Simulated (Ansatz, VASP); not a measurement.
One calculation of RbAl4H5, two programs

The input INCAR:

```
PREC = Accurate
ENCUT = 600
EDIFF = 1E-6
ISMEAR = 0
SIGMA = 0.1
LREAL = False
LASPH = True
NELM = 100
ALGO = Normal
ISIF = 3
LWAVE = False
LCHARG = False
GGA = PE
IBRION = 2
NSW = 100
EDIFFG = -0.01
```

File KPOINTS:

```
Automatic mesh
0
Gamma
  10 10 10
```

The input POSCAR:

```
RbAl4H5
1.0
   -4.1251541180      4.1251541180      2.5650635993
    4.1251541180     -4.1251541180      2.5650635993
    4.1251541180      4.1251541180     -2.5650635993
Rb Al H
1 4 5
Direct
    0.0000000000      0.0000000000      0.0000000000
    0.5000000000      0.5000000000      0.5000000000
    0.0000000000      0.0000000000      0.5000000000
    0.5000000000      0.0000000000      0.0000000000
    0.0000000000      0.5000000000      0.0000000000
    0.5000000000      0.7079317637      0.2079317637
    0.5000000000      0.2920682363      0.7920682363
    0.7079317637      0.5000000000      0.2079317637
    0.2920682363      0.5000000000      0.7920682363
    0.5000000000      0.5000000000      0.0000000000
```

Input for Ansatz:

```yaml
crystal:
  lattice:
    - [-4.125154118, 4.125154118, 2.5650635993]
    - [4.125154118, -4.125154118, 2.5650635993]
    - [4.125154118, 4.125154118, -2.5650635993]
  atoms:
    - { symbol: Rb, position: [0.0, 0.0, 0.0] }
    - { symbol: Al, position: [0.5, 0.5, 0.5] }
    - { symbol: Al, position: [0.0, 0.0, 0.5] }
    - { symbol: Al, position: [0.5, 0.0, 0.0] }
    - { symbol: Al, position: [0.0, 0.5, 0.0] }
    - { symbol: H, position: [0.5, 0.7079317637, 0.2079317637] }
    - { symbol: H, position: [0.5, 0.2920682363, 0.7920682363] }
    - { symbol: H, position: [0.7079317637, 0.5, 0.2079317637] }
    - { symbol: H, position: [0.2920682363, 0.5, 0.7920682363] }
    - { symbol: H, position: [0.5, 0.5, 0.0] }
basis:
  ecutwfc: 420
kpoints:
  mp_grid: { grid: [10, 10, 10] }
hamiltonian:
  xc: pbe
scf:
  occupations: { method: gaussian, width: 0.1 }
output:
  forces: true
  stress: true
  eigenvalues: true
  write_density: true
  write_potential: true
  elf: true
  volumetric_format: npy
relax:
  adjacent_minimum: "off"
  f_tol: 0.01
  max_steps: 80
  cell: { stress_tol: 0.05 }
```

Alike in both runs: task relaxation of cell and atoms; functional PBE; k mesh 10 × 10 × 10; occupations gaussian, width 0.1 eV; no spin polarisation.

|  | VASP | Ansatz |
| --- | --- | --- |
| version | VASP 6.6.1 | Ansatz 0.2.0 |
| potentials or method | VASP PAW PBE potentials, release 64 (Rb_sv, Al, H), cutoff 600 eV | scalar-relativistic, plane waves, PAW |
| valence electrons in the cell | 26 | 26 |

```csv
,VASP,Ansatz,Ansatz less VASP
"gap on the k mesh at the Fermi level, each at its own relaxed structure (eV)",none,none,-
relaxed volume (Å³/atom),17.36,17.37,+0.014
relaxed cell length with the largest relative difference (Å),6.334,6.337,+0.0031
```

A gap of «none» marks a metal or a gap that the smearing closes.
